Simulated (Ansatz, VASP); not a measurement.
Two plane-wave programs on PbS

```xyz
4
Lattice="11.2983 0.0000 0.0000 0.0000 3.0044 3.0062 0.0000 -3.0044 3.0062" Properties=species:S:1:pos:R:3 pbc="T T T"
Pb    7.0567   -1.5022    3.0461
Pb    4.2416    1.5022    3.0461
S     6.9335    1.5022    3.0925
S     4.3648   -1.5022    3.1825
```

Change from the starting cell: one atom moved.

Alike in both runs: task single point; functional PBE; k mesh 4 × 6 × 6; occupations gaussian, width 0.02 eV; no spin polarisation.

|  | VASP | Ansatz |
| --- | --- | --- |
| version | VASP 6.6.1 | Ansatz 0.2.0 |
| potentials or method | VASP PAW PBE potentials, release 64 (Pb_d, S), cutoff 520 eV | scalar-relativistic, plane waves, PAW |
| valence electrons in the cell | 40 | 40 |

|  | VASP | Ansatz | Ansatz less VASP |
| --- | --- | --- | --- |
| gap on the k mesh at the Fermi level (eV) | 2.06 | 2.06 | -0.002 |
| least direct gap on the mesh (eV) | 2.06 | 2.06 | -0.002 |
| rms of the force components (eV/Å) | 0.047 | 0.047 | -0.0002 |

Atom by atom the forces differ by 0.003 eV/Å (rms over components).

Spin-orbit coupling is off throughout.
